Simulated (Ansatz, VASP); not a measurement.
## Two plane-wave programs on Ru

File INCAR:

```
PREC     = Accurate       # precision mode
ENCUT    = 520            # plane-wave cutoff, eV
EDIFF    = 1E-6           # SCF threshold, eV
ISMEAR   = 0              # smearing method
SIGMA    = 0.15           # smearing width, eV
LREAL    = False          # projectors in reciprocal space
LASPH    = True           # aspherical terms in the spheres
NELM     = 60             # most SCF steps
ALGO     = Fast           # electronic algorithm
ISIF     = 2              # what is computed and relaxed
LWAVE    = False          # write WAVECAR
LCHARG   = False          # write CHGCAR
GGA      = PS             # functional
NBANDS   = 21             # bands
```

The input KPOINTS:

```
Automatic mesh
0
Gamma
  18 18 10
```

Contents of POSCAR:

```
Ru
1.0
    2.6539119460      0.0000000000      0.0000000000
   -1.3269559730      2.2983551647      0.0000000000
    0.0000000000      0.0000000000      4.2523798378
Ru
2
Direct
    0.3233090145      0.6466180290      0.2500000000
    0.6766909855      0.3533819710      0.7500000000
```

Input for Ansatz:

```yaml
crystal:
  lattice:
    - [2.653911946, 0.0, 0.0]
    - [-1.326955973, 2.2983551647, 0.0]
    - [0.0, 0.0, 4.2523798378]
  atoms:
    - { symbol: Ru, position: [0.3233090145, 0.646618029, 0.25] }
    - { symbol: Ru, position: [0.6766909855, 0.353381971, 0.75] }
basis:
  ecutwfc: 420
kpoints:
  mp_grid: { grid: [18, 18, 10] }
hamiltonian:
  xc: pbesol
  pseudopotentials: { kind: paw, azcp: { folder: soft_1 } }
scf:
  occupations: { method: gaussian, width: 0.15 }
output:
  forces: true
  stress: true
  eigenvalues: true
```

Change from the starting cell: mode 5 frozen in at -0.047 Å, equal normal strain along x and y -0.0133.

Alike in both runs: task single point; functional PBEsol; k mesh 18 × 18 × 10; occupations gaussian, width 0.15 eV; no spin polarisation.

|  | VASP | Ansatz |
| --- | --- | --- |
| version | VASP 6.6.1 | Ansatz 0.2.0 |
| potentials or method | VASP PAW PBE potentials, release 64 (Ru_pv), cutoff 520 eV | scalar-relativistic, plane waves, PAW |
| valence electrons in the cell | 28 | 32 |

|  | VASP | Ansatz | Ansatz less VASP |
| --- | --- | --- | --- |
| gap on the k mesh at the Fermi level (eV) | none | none | - |
| pressure (GPa) | 10.2 | 10.3 | +0.11 |
| traceless stress, the component that is largest in VASP (GPa) | 3.98 | 3.98 | -0.004 |
| rms of the force components (eV/Å) | 0.433 | 0.433 | +0.0006 |

VASP's potentials were made for PBE, not for PBEsol, and Ansatz warns of the same on its side. Atom by atom the forces differ by 0.001 eV/Å (rms over components). A gap of «none» marks a metal or a gap that the smearing closes. VASP's potentials hold 28 valence electrons a cell and Ansatz's 32, so a difference there can come from the potentials and not from the codes.
